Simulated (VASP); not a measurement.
Set up this calculation in VASP 6.6.1, as the native input.

```
Task                   : single point
Functional             : PBE
Potentials or basis    : VASP PAW PBE potentials, release 64 (Al, Rh_pv)
Cutoff                 : 520 eV
k mesh                 : 6 × 6 × 4
Occupations            : gaussian, width 0.1 eV
Spin                   : no spin polarisation
Dipole correction      : no
Further INCAR settings : ALGO = Normal; EDIFF = 1e-07; NBANDS = 28
```

The structure of Al3Rh2 lies in POSCAR:

```
Al3Rh2
1.0
    3.7462642940      0.0000000000      0.0000000000
    0.0000000000      3.7462642940      0.0000000000
    0.0000000000      0.0000000000      6.0773663402
Al Rh
3 2
Direct
    0.0000000000      0.0000000000      0.8312392058
    0.5000000000      0.0000000000      0.4847827309
    0.0000000000      0.5000000000      0.4847827309
    0.0000000000      0.0000000000      0.2299988462
    0.5000000000      0.5000000000      0.7850667263
```

One way to write it, as run:

INCAR

```
ALGO = Normal
EDIFF = 1E-7
ENCUT = 520
GGA = PE
ISIF = 2
ISMEAR = 0
LASPH = T
LCHARG = T
LELF = T
LREAL = F
LVHAR = T
LWAVE = F
NBANDS = 28
NELM = 100
PREC = Accurate
SIGMA = 0.1
```

KPOINTS

```
k-points
0
Gamma
  6 6 4
```

Potentials or basis: VASP PAW PBE potentials, release 64 (Al, Rh_pv).

Run with:

```sh
$ cat potpaw_PBE.64/Al/POTCAR potpaw_PBE.64/Rh_pv/POTCAR > POTCAR
$ mpirun -np 1 vasp_std > vasp.out
```

It gave:

| Item | Value |
| --- | --- |
| Pressure | 0.0 GPa |
| Largest force | 0.006 eV/Å |

Run time: 54 s on 1 thread of Intel(R) Xeon(R) Platinum 8375C CPU @ 2.90GHz (Ice Lake), with other jobs on the host, peak memory 0.21 GiB.
